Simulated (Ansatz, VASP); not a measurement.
## Two plane-wave programs on Ta3PbO

```
Ta Pb O
1.0
     5.06523    0.00000    0.00000
     0.00000    5.06523    0.00000
     0.00000    0.00000    5.28684
Ta Pb O
3 1 1
Direct
  0.00000 0.50000 0.50000
  0.50000 0.00000 0.50000
  0.50000 0.50000 0.00000
  0.50000 0.50000 0.50000
  0.00000 0.00000 0.50000
```

Alike in both runs: functional PBE; k mesh 4 × 4 × 4; occupations gaussian, width 0.1 eV; no spin polarisation.

Ansatz relaxed the structure, and its values are those at the end. VASP's run is a single point on that final structure, the one shown.

```csv
,VASP,Ansatz
version,VASP 6.6.1,Ansatz 0.2.0
potentials or method,"VASP PAW PBE potentials, release 64 (Ta_pv, Pb_d, O), cutoff 520 eV","scalar-relativistic, plane waves, PAW"
valence electrons in the cell,53,59
```

```csv
,VASP,Ansatz,Ansatz less VASP
gap on the k mesh at the Fermi level (eV),none,none,-
pressure (GPa),0.0,0.0,+0.06
```

A gap of «none» marks a metal or a gap that the smearing closes. The functional is the same, so the differences come from potentials, cutoffs and numerics. VASP's potentials hold 53 valence electrons a cell and Ansatz's 59, so a difference there can come from the potentials and not from the codes.

Spin-orbit coupling is off throughout.
